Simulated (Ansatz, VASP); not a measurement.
Ti6H in VASP and in Ansatz

File INCAR:

```
PREC = Accurate
ENCUT = 520
EDIFF = 1E-7
ISMEAR = 0
SIGMA = 0.1
LREAL = False
LASPH = True
NELM = 60
ALGO = Normal
ISIF = 2
LWAVE = False
LCHARG = True
LDIPOL = True
IDIPOL = 3
DIPOL = 0.5 0.5 0.321
GGA = PE
LELF = True
LVHAR = True
LVACPOTAV = True
NBANDS = 86
```

KPOINTS

```
regular mesh
0
Gamma
  5 6 1
```

Contents of POSCAR:

```
Ti6H
1.0
    5.6639455763      0.0000000000      0.0000000000
    0.0000000000      4.5793473381      0.0000000000
    0.0000000000      0.0000000000     24.5506933039
Ti H
12 2
Direct
    0.2500000000      0.0000000000      0.1629281891
    0.7500000000      0.0000000000      0.1629281891
    0.0000000000      0.5000000000      0.2167736627
    0.5000000000      0.5000000000      0.2167736627
    0.2500000000      0.0000000000      0.2706191363
    0.7500000000      0.0000000000      0.2706191363
    0.2500000000      0.5000000000      0.3256599435
    0.7500000000      0.5000000000      0.3256599435
    0.0000000000      0.0000000000      0.3779650127
    0.5000000000      0.0000000000      0.3779650127
    0.2500000000      0.5000000000      0.4297513383
    0.7500000000      0.5000000000      0.4297513383
   -0.0811271920      0.0000000000      0.4611150147
    0.0811271920      0.0000000000      0.4611150147
```

Input for Ansatz:

```yaml
crystal:
  lattice:
    - [5.6639455763, 0.0, 0.0]
    - [0.0, 4.5793473381, 0.0]
    - [0.0, 0.0, 24.5506933039]
  atoms:
    - { symbol: Ti, position: [0.25, 0.0, 0.1629281891] }
    - { symbol: Ti, position: [0.75, 0.0, 0.1629281891] }
    - { symbol: Ti, position: [0.0, 0.5, 0.2167736627] }
    - { symbol: Ti, position: [0.5, 0.5, 0.2167736627] }
    - { symbol: Ti, position: [0.25, 0.0, 0.2706191363] }
    - { symbol: Ti, position: [0.75, 0.0, 0.2706191363] }
    - { symbol: Ti, position: [0.25, 0.5, 0.3256599435] }
    - { symbol: Ti, position: [0.75, 0.5, 0.3256599435] }
    - { symbol: Ti, position: [0.0, 0.0, 0.3779650127] }
    - { symbol: Ti, position: [0.5, 0.0, 0.3779650127] }
    - { symbol: Ti, position: [0.25, 0.5, 0.4297513383] }
    - { symbol: Ti, position: [0.75, 0.5, 0.4297513383] }
    - { symbol: H, position: [-0.081127192, 0.0, 0.4611150147] }
    - { symbol: H, position: [0.081127192, 0.0, 0.4611150147] }
basis:
  ecutwfc: 420
kpoints:
  mp_grid: { grid: [5, 6, 1] }
hamiltonian:
  xc: pbe
  pseudopotentials: { kind: paw, azcp: { folder: soft_1 } }
scf:
  occupations: { method: gaussian, width: 0.1 }
output:
  forces: true
  eigenvalues: true
efield:
  axis: 3
  dipole_correction: true
  ramp_width: 0.04
```

Alike in both runs: task single point; functional PBE; k mesh 5 × 6 × 1; occupations gaussian, width 0.1 eV; no spin polarisation.

```csv
,VASP,Ansatz
version,VASP 6.6.1,Ansatz 0.2.0
potentials or method,"VASP PAW PBE potentials, release 64 (Ti_sv, H), cutoff 520 eV","scalar-relativistic, plane waves, PAW"
valence electrons in the cell,146,146
```

Ansatz gave:

```
gap on the k mesh at the Fermi level (eV)  : none
rms of the force components (eV/Å)         : 0.244
work function, face that differs most (eV) : 3.13
```

Question: What did VASP give for the same quantities?

Answer: gap on the k mesh at the Fermi level (eV): none; rms of the force components (eV/Å): 0.244; work function, face that differs most (eV): 3.14.

Atom by atom the forces differ by 0.004 eV/Å (rms over components). A gap of «none» marks a metal or a gap that the smearing closes. With one functional, cell and mesh, what is left measures potentials, basis and numerics. Ansatz's warnings: vacuum below fermi.
